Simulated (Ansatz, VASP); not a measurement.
# One calculation of Au, two programs

The input INCAR:

```
SYSTEM = Au
PREC = Accurate
ENCUT = 500
EDIFF = 1E-6
ISMEAR = 0
SIGMA = 0.15
LREAL = .FALSE.
LASPH = .TRUE.
NELM = 120
ALGO = Normal
ISIF = 2
LWAVE = .FALSE.
LCHARG = .TRUE.
GGA = CA
LELF = .TRUE.
LVHAR = .TRUE.
NBANDS = 12
GGA_COMPAT = .FALSE.
```

Contents of KPOINTS:

```
regular mesh
0
G
  20 20 20
  0 0 0
```

POSCAR

```
Au
1.0
   -1.6572690000      1.6572690000      1.6075509300
    1.6572690000     -1.6572690000      1.6075509300
    1.6572690000      1.6572690000     -1.6075509300
Au
1
Direct
    0.0000000000      0.0000000000      0.0000000000
```

Input for Ansatz:

```yaml
crystal:
  lattice:
    - [-1.657269, 1.657269, 1.60755093]
    - [1.657269, -1.657269, 1.60755093]
    - [1.657269, 1.657269, -1.60755093]
  atoms:
    - { symbol: Au, position: [0.0, 0.0, 0.0] }
basis:
  ecutwfc: 420
kpoints:
  mp_grid: { grid: [20, 20, 20] }
hamiltonian:
  xc: lda
scf:
  occupations: { method: gaussian, width: 0.15 }
output:
  forces: true
  stress: true
  eigenvalues: true
```

Change from the starting cell: strain +0.000 along x and y, -0.030 along z, atoms carried along.

Alike in both runs: task single point; functional LDA; k mesh 20 × 20 × 20; occupations gaussian, width 0.15 eV; no spin polarisation.

|  | VASP | Ansatz |
| --- | --- | --- |
| version | VASP 6.6.1 | Ansatz 0.2.0 |
| potentials or method | VASP PAW LDA potentials, release 64 (Au), cutoff 500 eV | scalar-relativistic, plane waves, PAW |
| valence electrons in the cell | 11 | 19 |

```csv
,VASP,Ansatz,Ansatz less VASP
gap on the k mesh at the Fermi level (eV),none,none,-
pressure (GPa),-9.5,-9.9,-0.43
"traceless stress, the component that is largest in VASP (GPa)",-0.12,-0.12,-0.002
```

LDA's correlation is that of Perdew and Zunger in VASP and of Perdew and Wang (1992) in Ansatz. A gap of «none» marks a metal or a gap that the smearing closes. VASP's potentials hold 11 valence electrons a cell and Ansatz's 19, so a difference there can come from the potentials and not from the codes.

Neither program's run includes spin-orbit coupling.
